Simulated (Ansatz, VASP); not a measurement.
**Two plane-wave programs on CaO**

```
Ca O
1.0
     0.12259    2.40338    2.40338
     2.40338    0.12259    2.40338
     2.40338    2.40338    0.12259
Ca O
1 1
Direct
  0.00000 0.00000 0.00000
  0.50000 0.50000 0.50000
```

Change from the starting cell: epitaxial_111 strain -4.9%.

Alike in both runs: task single point; functional r2SCAN; k mesh 10 × 10 × 10; no spin polarisation.

|  | VASP | Ansatz |
| --- | --- | --- |
| version | VASP 6.6.1 | Ansatz 0.2.0 |
| potentials or method | VASP PAW PBE potentials, release 64 (Ca_sv, O) | plane waves, PAW |
| plane-wave cutoff (eV) | 520 | 500 |
| occupations | gaussian, width 0.01 eV | fixed |
| valence electrons in the cell | 16 | 16 |

Ansatz gave:

| Quantity | Value |
| --- | --- |
| gap on the k mesh at the Fermi level (eV) | 4.01 |
| pressure (GPa) | 9.5 |
| traceless stress, the component that is largest in VASP (GPa) | -4.75 |

Question: Which values does VASP return?

Answer: gap on the k mesh at the Fermi level (eV): 4.00; pressure (GPa): 10.9; traceless stress, the component that is largest in VASP (GPa): -4.69.

VASP's potentials were made for PBE, not for r2SCAN.
